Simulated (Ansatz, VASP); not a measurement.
One calculation of Os, two programs

The input INCAR:

```
SYSTEM = Os
PREC = Accurate ; ENCUT = 520
EDIFF = 1E-7 ; ISMEAR = -1
SIGMA = 0.08 ; LREAL = .FALSE.
LASPH = .TRUE. ; NELM = 100
ALGO = Normal ; ISIF = 2
LWAVE = .FALSE. ; LCHARG = .FALSE.
GGA = PE ; NBANDS = 15
```

File KPOINTS:

```
regular mesh
0
G
  18 18 10
  0 0 0
```

File POSCAR:

```
Os
1.0
    2.6746362613      0.0000000000      0.0000000000
   -1.3373181307      2.3163029482      0.0000000000
    0.0000000000      0.0000000000      4.2410605178
Os
2
Direct
    0.3333333333      0.6666666667      0.2500000000
    0.6666666667      0.3333333333      0.7500000000
```

Input for Ansatz:

```yaml
crystal:
  lattice:
    - [2.6746362613, 0.0, 0.0]
    - [-1.3373181307, 2.3163029482, 0.0]
    - [0.0, 0.0, 4.2410605178]
  atoms:
    - { symbol: Os, position: [0.3333333333, 0.6666666667, 0.25] }
    - { symbol: Os, position: [0.6666666667, 0.3333333333, 0.75] }
kpoints:
  mp_grid: { grid: [18, 18, 10] }
scf:
  occupations: { method: fermi_dirac, width: 0.08 }
hamiltonian:
  xc: pbe
  pseudopotentials: { kind: all_electron, lapw: { basis_error: 0.001 } }
output:
  forces: true
  stress: true
  eigenvalues: true
  populations: true
```

Change from the starting cell: volume scaled by 0.92, LAPW.

Alike in both runs: task single point; functional PBE; k mesh 18 × 18 × 10; occupations fermi-dirac, width 0.08 eV; no spin polarisation.

|  | VASP | Ansatz |
| --- | --- | --- |
| version | VASP 6.6.1 | Ansatz 0.2.0 |
| potentials or method | VASP PAW PBE potentials, release 64 (Os), cutoff 520 eV | all-electron LAPW, scalar-relativistic |

Ansatz gave:

* pressure (GPa): 40.3
* traceless stress, the component that is largest in VASP (GPa): 0.00

Which values does VASP return?

Pressure (GPa): 41.2; traceless stress, the component that is largest in VASP (GPa): -0.09.

Both programs put the cell under a high pressure, so it lies far from rest at this level. Ansatz ran all-electron here, and VASP with PAW potentials.

Neither program's run includes spin-orbit coupling.
